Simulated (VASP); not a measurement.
Write the native input for VASP 6.6.1 that does the following.

```
Task                   : single point
Functional             : PBE
Potentials or basis    : VASP PAW PBE potentials, release 64 (Sc_sv, B, P)
Cutoff                 : 520 eV
k mesh                 : 3 × 3 × 3
Occupations            : gaussian, width 0.2 eV
Spin                   : no spin polarisation
Dipole correction      : no
Further INCAR settings : ALGO = Normal; EDIFF = 1e-06; NBANDS = 41
```

The structure of Sc4BP3 lies in POSCAR:

```
Sc4BP3
1.0
    5.2403433946      0.0000000000      0.0000000000
    0.0000000000      5.2403433946      0.0000000000
    0.0000000000      0.0000000000      5.2403433946
Sc B P
4 1 3
Direct
    0.5000000000      0.0000000000      0.0000000000
    0.5000000000      0.5000000000      0.5000000000
    0.0000000000      0.5000000000      0.0000000000
    0.0000000000      0.0000000000      0.5000000000
    0.0000000000      0.0000000000      0.0000000000
    0.5000000000      0.0000000000      0.5000000000
    0.5000000000      0.5000000000      0.0000000000
    0.0000000000      0.5000000000      0.5000000000
```

One way to write it, as run:

INCAR

```
SYSTEM = Sc4BP3
  ALGO = Normal
  EDIFF = 1E-6
  ENCUT = 520
  GGA = PE
  ISIF = 2
  ISMEAR = 0
  LASPH = .TRUE.
  LCHARG = .TRUE.
  LELF = .TRUE.
  LREAL = .FALSE.
  LVHAR = .TRUE.
  LWAVE = .FALSE.
  NBANDS = 41
  NELM = 100
  PREC = Accurate
  SIGMA = 0.2
```

KPOINTS

```
k-points
0
G
  3 3 3
  0 0 0
```

Potentials or basis: VASP PAW PBE potentials, release 64 (Sc_sv, B, P).

The run is started by

```console
$ cat potpaw_PBE.64/Sc_sv/POTCAR potpaw_PBE.64/B/POTCAR potpaw_PBE.64/P/POTCAR > POTCAR
$ mpirun -np 1 vasp_std > vasp.out
```

It gave:

| Item | Value |
| --- | --- |
| Pressure | 0.1 GPa |
| Band gap on the k mesh | zero (bands 31 and 32 overlap by 0.34 eV) |

Caveat: the k points lie up to 0.40 Å⁻¹ apart.

Run time: 18 s on 1 thread of AMD EPYC 9R45 96-Core Processor (Zen 5), on a shared host, peak memory 0.21 GiB.
